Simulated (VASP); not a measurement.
# Ga7PdN8 (P3m1) in VASP: single point with PBEsol+U

Aim: the single point of Ga7PdN8 with PBEsol+U.

Everything below comes from runs of VASP 6.6.1. Logs are shortened: lines on timing, memory, paths and dates and some standing lists are left out, and cuts for length are marked.

## (1) The cell of the first run

Symmetry: P3m1, No. 156, trigonal system. Conventional cell: a = 6.380 Å, b = 6.380 Å, c = 5.189 Å, α = 90.00°, β = 90.00°, γ = 120.00°. Within 2.8 Å of Pd (site symmetry 3m) lie 4 N at 2.08 to 2.11 Å. Ga (site symmetry m) has 4 N at 1.92 to 1.94 Å within 2.5 Å. Ga (site symmetry m) has 4 N at 1.93 to 1.94 Å within 2.6 Å. Within 2.6 Å of Ga (site symmetry 3m) lie 4 N at 1.94 to 1.95 Å. N (site symmetry 3m) has 3 Ga at 1.93 Å and 1 Pd at 2.11 Å within 2.6 Å. N (site symmetry m) has 4 Ga at 1.93 to 1.94 Å within 2.6 Å. Within 2.5 Å of N (site symmetry m) lie 3 Ga at 1.92 to 1.93 Å and 1 Pd at 2.08 Å. Within 2.6 Å of N (site symmetry 3m) lie 4 Ga at 1.94 to 1.95 Å.

## (2) Single point, PBEsol+U, collinear spin, zero start

INCAR

```
SYSTEM = Ga7PdN8
ALGO = Normal
EDIFF = 1E-6
ENCUT = 520
GGA = PS
ISIF = 2
ISMEAR = 0
ISPIN = 2
LASPH = .True.
LCHARG = .True.
LDAU = .True.
LDAUJ = 0 0 0
LDAUL = 2 -1 -1
LDAUPRINT = 1
LDAUTYPE = 2
LDAUU = 2 0 0
LELF = .True.
LMAXMIX = 4
LORBIT = 11
LREAL = Auto
LVHAR = .True.
LWAVE = .False.
MAGMOM = 0 0 0 0 0 0 0 0 0 0 0 0 0 0 0 0
NBANDS = 88
NELM = 150
PREC = Accurate
SIGMA = 0.05
```

KPOINTS

```
k-points
0
Gamma
  3 3 3
  0 0 0
```

POSCAR

```
Ga7PdN8
1.0
    6.3800000000      0.0000000000      0.0000000000
   -3.1900000000      5.5252421000      0.0000000000
    0.0000000000      0.0000000000      5.1890000000
Pd Ga N
1 7 8
Direct
    0.3333333333      0.1666666667      0.9970661367
    0.3367868153      0.6683934076      0.0013916944
    0.8316065924      0.1632131847      0.0013916944
    0.8316065924      0.6683934076      0.0013916944
    0.1645381660      0.3354618340      0.4974567470
    0.1645381660      0.8290763319      0.4974567470
    0.6709236681      0.3354618340      0.4974567470
    0.6666666667      0.8333333333      0.4986304684
    0.3333333333      0.1666666667      0.4037776122
    0.3349280613      0.6674640307      0.3738691721
    0.8325359693      0.1650719387      0.3738691721
    0.8325359693      0.6674640307      0.3738691721
    0.1551430545      0.3448569455      0.8695298536
    0.1551430545      0.8102861089      0.8695298536
    0.6897138911      0.3448569455      0.8695298536
    0.6666666667      0.8333333333      0.8737833818
```

Potentials or basis: VASP PAW PBE potentials, release 64 (Pd, Ga_d, N).

Started as:

```bash
$ cat potpaw_PBE.64/Pd/POTCAR potpaw_PBE.64/Ga_d/POTCAR potpaw_PBE.64/N/POTCAR > POTCAR
$ mpirun -np 1 vasp_std > vasp.out
```

OUTCAR:

```text
SYSTEM = Ga7PdN8
   EDIFF = 1E-6
   ENCUT = 520
   GGA = PS
   ISIF = 2
   ISMEAR = 0
   ISPIN = 2
   LASPH = .True.
   LORBIT = 11
   LREAL = Auto
   NELM = 150
   PREC = Accurate

 ion  position               nearest neighbor table
   1  0.333  0.167  0.997-  13 2.08  15 2.08  14 2.08   9 2.11
   2  0.337  0.668  0.001-  14 1.92  13 1.92  10 1.93  16 1.94
   3  0.832  0.163  0.001-  15 1.92  13 1.92  11 1.93  16 1.94
   4  0.832  0.668  0.001-  14 1.92  15 1.92  12 1.93  16 1.94
   5  0.165  0.335  0.497-   9 1.93  13 1.93  11 1.94  10 1.94
   6  0.165  0.829  0.497-   9 1.93  14 1.93  10 1.94  12 1.94
[... 8 lines left out ...]
  15  0.690  0.345  0.870-   3 1.92   4 1.92   7 1.93   1 2.08
  16  0.667  0.833  0.874-   4 1.94   2 1.94   3 1.94   8 1.95

  LATTYP: Found a hexagonal cell.
 ALAT       =     6.3800000000
 C/A-ratio  =     0.8133228840

  Lattice vectors:

 A1 = (   6.3800000000,   0.0000000000,   0.0000000000)
 A2 = (  -3.1900000000,   5.5252421000,   0.0000000000)
 A3 = (   0.0000000000,   0.0000000000,   5.1890000000)

Analysis of symmetry for initial positions (statically):
=====================================================================
 Subroutine PRICEL returns:
 Original cell was already a primitive cell.

 Routine SETGRP: Setting up the symmetry group for a
 hexagonal supercell.

 Subroutine GETGRP returns: Found  6 space group operations
 (whereof  2 operations were pure point group operations)
 out of a pool of 24 trial point group operations.

The static configuration has the point symmetry C_1h.
 The point group associated with its full space group is C_3v.

Analysis of symmetry for dynamics (positions and initial velocities):
=====================================================================
 Subroutine PRICEL returns:
 Original cell was already a primitive cell.

 Routine SETGRP: Setting up the symmetry group for a
 hexagonal supercell.

 Subroutine GETGRP returns: Found  6 space group operations
 (whereof  2 operations were pure point group operations)
 out of a pool of 24 trial point group operations.

The dynamic configuration has the point symmetry C_1h.
 The point group associated with its full space group is C_3v.

Analysis of structural, dynamic, and magnetic symmetry:
=====================================================================
 Subroutine PRICEL returns:
 Original cell was already a primitive cell.

 Routine SETGRP: Setting up the symmetry group for a
 hexagonal supercell.

 Subroutine GETGRP returns: Found  6 space group operations
 (whereof  2 operations were pure point group operations)
 out of a pool of 24 trial point group operations.

The overall configuration has the point symmetry C_1h.
 The point group associated with its full space group is C_3v.

 Subroutine INISYM returns: Found  6 space group operations
 (whereof  2 operations are pure point group operations),
 and found     1 'primitive' translations

----------------------------------------------------------------------------------------

                                     Primitive cell

  volume of cell :     182.9177

  direct lattice vectors                    reciprocal lattice vectors
     6.380000000  0.000000000  0.000000000     0.156739812  0.090493772  0.000000000
    -3.190000000  5.525242100  0.000000000     0.000000000  0.180987544  0.000000000
     0.000000000  0.000000000  5.189000000     0.000000000  0.000000000  0.192715359

  length of vectors
     6.380000000  6.380000021  5.189000000     0.180987545  0.180987544  0.192715359

  position of ions in fractional coordinates (direct lattice)
     0.333333333  0.166666667  0.997066137
     0.336786815  0.668393408  0.001391694
     0.831606592  0.163213185  0.001391694
     0.831606592  0.668393408  0.001391694
     0.164538166  0.335461834  0.497456747
     0.164538166  0.829076332  0.497456747
[... 8 lines left out ...]
     0.689713891  0.344856945  0.869529854
     0.666666667  0.833333333  0.873783382

  ion indices of the primitive-cell ions
[... 106 lines left out ...]
 spin polarized calculation
 Gauss-broadening in eV      SIGMA  =   0.05
  energy-cutoff  :      520.00
  volume of cell :      182.92
 maximum number of plane-waves:      4969
 NGX is ok and might be reduce to    48
   NGX = 23   NGY = 23   NGZ = 19

 number of electron     140.9999992 magnetization      -0.0000087

atom =   1  type =  1  l = 2

 onsite density matrix

spin component  1

  0.8651 -0.0000  0.0000  0.0618  0.0000
 -0.0000  0.9188  0.0000  0.0000  0.0618
  0.0000  0.0000  0.7648  0.0000  0.0000
  0.0618  0.0000  0.0000  0.9188  0.0000
  0.0000  0.0618  0.0000  0.0000  0.8651

spin component  2

  0.8651 -0.0000  0.0000  0.0618  0.0000
 -0.0000  0.9188  0.0000  0.0000  0.0618
  0.0000  0.0000  0.7648  0.0000  0.0000
  0.0618  0.0000  0.0000  0.9188  0.0000
  0.0000  0.0618  0.0000  0.0000  0.8651

 occupancies and eigenvectors

  o =  0.7648  v =  0.0000 -0.0000 -1.0000 -0.0000  0.0000  0.0000  0.0000  0.0000  0.0000  0.0000      0.0000  0.0000  0.0000  0.0000  0.0000  0.0000  0.0000  0.0000  0.0000  0.0000
  o =  0.7648  v =  0.0000  0.0000  0.0000  0.0000  0.0000 -0.0000  0.0000  1.0000  0.0000 -0.0000      0.0000  0.0000  0.0000  0.0000  0.0000  0.0000  0.0000  0.0000  0.0000  0.0000
  o =  0.8245  v =  0.8362  0.0000 -0.0000 -0.5484 -0.0000  0.0000  0.0000  0.0000  0.0000  0.0000      0.0000  0.0000  0.0000  0.0000  0.0000  0.0000  0.0000  0.0000  0.0000  0.0000
  o =  0.8245  v = -0.0000  0.5484 -0.0000  0.0000 -0.8362  0.0000  0.0000  0.0000  0.0000  0.0000      0.0000  0.0000  0.0000  0.0000  0.0000  0.0000  0.0000  0.0000  0.0000  0.0000
  o =  0.8245  v =  0.0000  0.0000  0.0000  0.0000  0.0000  0.8362 -0.0000  0.0000 -0.5484  0.0000      0.0000  0.0000  0.0000  0.0000  0.0000  0.0000  0.0000  0.0000  0.0000  0.0000
  o =  0.8245  v =  0.0000  0.0000  0.0000  0.0000  0.0000  0.0000  0.5484 -0.0000 -0.0000 -0.8362      0.0000  0.0000  0.0000  0.0000  0.0000  0.0000  0.0000  0.0000  0.0000  0.0000
  o =  0.9593  v = -0.5484  0.0000  0.0000 -0.8362  0.0000  0.0000  0.0000  0.0000  0.0000  0.0000      0.0000  0.0000  0.0000  0.0000  0.0000  0.0000  0.0000  0.0000  0.0000  0.0000
  o =  0.9593  v =  0.0000  0.8362  0.0000  0.0000  0.5484  0.0000  0.0000  0.0000  0.0000  0.0000      0.0000  0.0000  0.0000  0.0000  0.0000  0.0000  0.0000  0.0000  0.0000  0.0000
  o =  0.9593  v =  0.0000  0.0000  0.0000  0.0000  0.0000 -0.5484 -0.0000 -0.0000 -0.8362 -0.0000      0.0000  0.0000  0.0000  0.0000  0.0000  0.0000  0.0000  0.0000  0.0000  0.0000
  o =  0.9593  v =  0.0000  0.0000  0.0000  0.0000  0.0000  0.0000 -0.8362 -0.0000  0.0000 -0.5484      0.0000  0.0000  0.0000  0.0000  0.0000  0.0000  0.0000  0.0000  0.0000  0.0000

 number of electron     140.9999992 magnetization       0.0000014

 Free energy of the ion-electron system (eV)
  ---------------------------------------------------
  ext. energy  EPLUGINS =         0.00000000
  ---------------------------------------------------
  free energy    TOTEN  =      -101.57223729 eV

  energy without entropy =     -101.57025854  energy(sigma->0) =     -101.57124792

 E-fermi :   6.3759     XC(G=0): -11.9948

 val. band max:        6.3538307598   @ k =   0.3333   0.3333   0.0000
 cond. band min:       6.4713030080   @ k =   0.3333  -0.0000   0.3333
 fundamental gap:      0.1174722482
 Fermi energy:         6.3759139540

 spin component 1

 k-point     1 :       0.0000    0.0000    0.0000
  band No.  band energies     occupation
      1     -10.5783      1.00000
      2      -9.6603      1.00000
      3      -9.6547      1.00000
      4      -9.6547      1.00000
      5      -9.5828      1.00000
      6      -9.4392      1.00000
[... 584 lines left out ...]
     81      12.5981      0.00000
     82      12.7647      0.00000
 Fermi energy:         6.3759139540

 spin component 2

 k-point     1 :       0.0000    0.0000    0.0000
  band No.  band energies     occupation
      1     -10.5783      1.00000
      2      -9.6603      1.00000
      3      -9.6547      1.00000
      4      -9.6547      1.00000
      5      -9.5828      1.00000
      6      -9.4392      1.00000
[... 584 lines left out ...]
     81      12.5981      0.00000
     82      12.7647      0.00000
 [bands above 82 left out]

------------------------ aborting loop because EDIFF is reached ----------------------------------------

  FORCE on cell =-STRESS in cart. coord.  units (eV):
  Direction    XX          YY          ZZ          XY          YZ          ZX
  --------------------------------------------------------------------------------------
  -------------------------------------------------------------------------------------
  Total        3.4796549      3.4796549      1.9756318     -0.0000000      0.0000000      0.0000000
  in kB       30.4783251     30.4783253     17.3045746     -0.0000000      0.0000000      0.0000000
  external PRESSURE =      26.0870750 kB  Pullay stress =       0.0000000 kB

 VOLUME and BASIS-vectors are now :
 -----------------------------------------------------------------------------
  energy-cutoff  :      520.00
  volume of cell :      182.92
      direct lattice vectors                 reciprocal lattice vectors
     6.380000000  0.000000000  0.000000000     0.156739812  0.090493772  0.000000000
    -3.190000000  5.525242100  0.000000000     0.000000000  0.180987544  0.000000000
     0.000000000  0.000000000  5.189000000     0.000000000  0.000000000  0.192715359

 POSITION                                       TOTAL-FORCE (eV/Angst)
 -----------------------------------------------------------------------------------
      1.59500      0.92087      5.17378         0.000000     -0.000000     -0.924904
      0.01652      3.69304      0.00722        -0.029289     -0.016910      0.029871
      4.78500      0.90179      0.00722         0.000000      0.033820      0.029871
      3.17348      3.69304      0.00722         0.029289     -0.016910      0.029871
     -0.02037      1.85351      2.58130        -0.124354      0.071796      0.042603
     -1.59500      4.58085      2.58130         0.000000     -0.143592      0.042603
[... 8 lines left out ...]
      3.30028      1.90542      4.51199         0.008731      0.005041      0.263848
      1.59500      4.60437      4.53406         0.000000     -0.000000     -0.007983
 -----------------------------------------------------------------------------------
    total drift:                               -0.000009      0.000003     -0.004157

  FREE ENERGIE OF THE ION-ELECTRON SYSTEM (eV)
  ---------------------------------------------------
  free  energy   TOTEN  =      -101.5722372915 eV

  energy  without entropy=     -101.5702585428  energy(sigma->0) =     -101.57124792

 total charge

# of ion       s       p       d       tot
------------------------------------------
    1        0.482   0.571   8.614   9.668
    2        0.794   0.939  10.200  11.933
    3        0.794   0.939  10.200  11.933
    4        0.794   0.939  10.200  11.933
    5        0.791   0.918  10.193  11.902
    6        0.791   0.918  10.193  11.902
[... 8 lines left out ...]
   15        1.241   2.447   0.000   3.688
   16        1.217   2.515   0.000   3.731
--------------------------------------------------
tot         15.852  26.899  79.977 122.728

 magnetization (x)

# of ion       s       p       d       tot
------------------------------------------
    1       -0.000  -0.000  -0.000  -0.000
    2        0.000   0.000  -0.000   0.000
    3        0.000   0.000  -0.000   0.000
    4        0.000   0.000  -0.000   0.000
    5       -0.000  -0.000   0.000  -0.000
    6       -0.000  -0.000   0.000  -0.000
[... 8 lines left out ...]
   15        0.000  -0.000   0.000   0.000
   16       -0.000   0.000   0.000  -0.000
--------------------------------------------------
tot         -0.000  -0.000  -0.000  -0.000
```

It took 10 min on 1 thread of Intel Xeon Platinum 8259CL at 2.50GHz (Skylake/Cascade Lake), shared host; peak memory 0.45 GiB.

What came out:

| Item | Value |
| --- | --- |
| Free energy | -101.5722 eV |
| Pressure | 2.6 GPa |
| Largest force | 0.925 eV/Å |
| Net moment | 0.00 μB per cell |
| Valence electrons inside the program's atomic spheres | Pd 9.67; Ga 11.93, 11.90, 11.89 (each value once); N 3.68, 3.73, 3.69 (each value once) |

Forces on the atoms (eV/Å):
```
Pd   0.000  0.000 -0.925
Ga  -0.029 -0.017  0.030
Ga   0.000  0.034  0.030
Ga   0.029 -0.017  0.030
Ga  -0.124  0.072  0.043
Ga   0.000 -0.144  0.043
Ga   0.124  0.072  0.043
Ga   0.000  0.000 -0.001
N    0.000  0.000 -0.083
N    0.042  0.024  0.002
N    0.000 -0.048  0.002
N   -0.042  0.024  0.002
N   -0.009  0.005  0.264
N    0.000 -0.010  0.264
N    0.009  0.005  0.264
N    0.000  0.000 -0.008
```

Stress tensor (GPa, compression positive):
```
3.05 0.00 0.00
0.00 3.05 0.00
0.00 0.00 1.73
```

Eigenvalues of the final occupation matrices:
```
    site  spin  trace               eigenvalues
site 1 d     1   4.33  0.76 0.82 0.82 0.96 0.96
site 1 d     2   4.33  0.76 0.82 0.82 0.96 0.96
```

Caveat: the k points lie up to 0.40 Å⁻¹ apart; no moment was typed at the start, so none could form; the PAW data sets were made with another functional, which shifts forces and pressure a little.
